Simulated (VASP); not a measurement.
Crystal: BN.

```xyz
4
Lattice="2.5001 0.0000 0.0000 -1.2501 2.1652 0.0000 0.0000 0.0000 4.0223" Properties=species:S:1:pos:R:3 pbc="T T T"
B     0.0000    0.0000    0.0000
B     0.0000    0.0000    2.0111
N     0.0000    1.4434    1.0056
N     1.2501    0.7217    3.0167
```

- Program: VASP 6.6.1
- Task: relaxation of cell and atoms
- Functional: LDA
- Potentials or basis: VASP PAW LDA potentials, release 64 (B, N)
- Cutoff: 600 eV
- k mesh: 12 × 12 × 6
- Occupations: fermi-dirac, width 0.02 eV
- Spin: no spin polarisation

At the start: pressure -14.1 GPa; volume 5.44 Å³/atom.

Q: Where does the relaxation end?

A: Over 7 steps the energy falls by 9.1 meV/atom and the volume is 5.24 Å³/atom (-3.6 %); space group P6_3/mmc (No. 194, to 0.05 Å).

The path:
```csv
step,energy change (eV),largest force (eV/Å),pressure (GPa),volume (Å³)
1,0.0000,0.0000,-14.14,21.77
2,-0.0072,0.0000,14.24,20.29
3,-0.0365,0.0000,-0.08,20.98
4,-0.0365,0.0000,0.25,20.96
5,-0.0365,0.0000,0.22,20.96
6,-0.0366,0.0000,0.23,20.96
7,-0.0366,0.0000,-0.14,20.98
```

Final structure:
```
B N
1.0
     2.46718    0.00000    0.00000
    -1.23359    2.13664    0.00000
     0.00000    0.00000    3.97984
B N
2 2
Cartesian
  0.0000 0.0000 0.0000
  0.0000 0.0000 1.9899
  0.0000 1.4244 0.9950
  1.2336 0.7122 2.9849
```
